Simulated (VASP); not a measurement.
MnS (Browneite): single point with PBEsol+D4+U

MnS (Browneite):

```
Mn S
1.0
     0.00000    2.80000    2.80000
     2.80000    0.00000    2.80000
     2.80000    2.80000    0.00000
Mn S
1 1
Cartesian
  0.0000 0.0000 0.0000
  1.4000 1.4000 1.4000
```

```
Program                : VASP 6.6.1
Task                   : single point
Functional             : PBEsol
Dispersion             : D4
Potentials or basis    : VASP PAW PBE potentials, release 64 (Mn_pv, S)
Cutoff                 : 520 eV
k mesh                 : 6 × 6 × 6
Occupations            : methfessel-paxton, width 0.2 eV
Spin                   : collinear spin, ferromagnetic start
Starting moments       : [2.8, 0.0] μB
Hubbard terms          : Mn d U = 4.5 eV
Dipole correction      : no
Further INCAR settings : ALGO = Normal; EDIFF = 1e-07; NBANDS = 20
```

| Quantity | Value |
| --- | --- |
| Pressure | 1.6 GPa |
| Band gap on the k mesh | 1.16 eV, indirect (least direct gap 1.25 eV) |
| Net moment | 5.00 μB per cell |
| Site moments | Mn +4.59; S +0.02 μB |
| Valence electrons inside the program's atomic spheres | Mn 11.37; S 3.77 |
| Dispersion energy per atom | -0.190 eV |

Levels at points of the mesh, in eV from the valence-band top:
Spin up:
| k point | band 9 | band 10 | band 11 | band 12 | band 13 | band 14 | band 15 | band 16 |
| --- | --- | --- | --- | --- | --- | --- | --- | --- |
| (0.00, 0.00, 0.00) | -4.76 | 0.00 | 0.00 | 0.00 | 1.25 | 6.15 | 6.15 | 6.15 |
| (0.50, 0.00, 0.00) | -4.69 | -4.42 | -0.95 | -0.95 | 3.18 | 6.44 | 6.44 | 7.06 |
| (0.50, 0.50, 0.00) | -4.59 | -3.66 | -2.43 | -2.43 | 2.69 | 4.41 | 9.42 | 11.01 |
Spin down:
```
           k point  band 5  band 6  band 7  band 8  band 9  band 10
(0.00, 0.00, 0.00)   -2.44   -2.44   -2.44    2.17    3.00     3.00
(0.50, 0.00, 0.00)   -4.78   -2.47   -2.47    2.69    3.11     3.11
(0.50, 0.50, 0.00)   -4.60   -2.79   -2.79    1.16    2.48     3.44
```

Eigenvalues of the final occupation matrices:
| site | spin | trace | eigenvalues |
| --- | --- | --- | --- |
| site 1 d | 1 | 4.69 | 0.93 0.93 0.94 0.94 0.94 |
| site 1 d | 2 | 0.20 | 0.02 0.02 0.06 0.06 0.06 |

Wall time 34 s on 1 thread of AMD EPYC 7R43 64-Core Processor (Zen 3) (shared host), peak memory 0.15 GiB.

Caveat: the PAW data sets were made with another functional, which shifts forces and pressure a little; a cell with one magnetic atom can't hold antiferromagnetic order, which such compounds often take. The state reached can hang on the start; a lower one may exist.
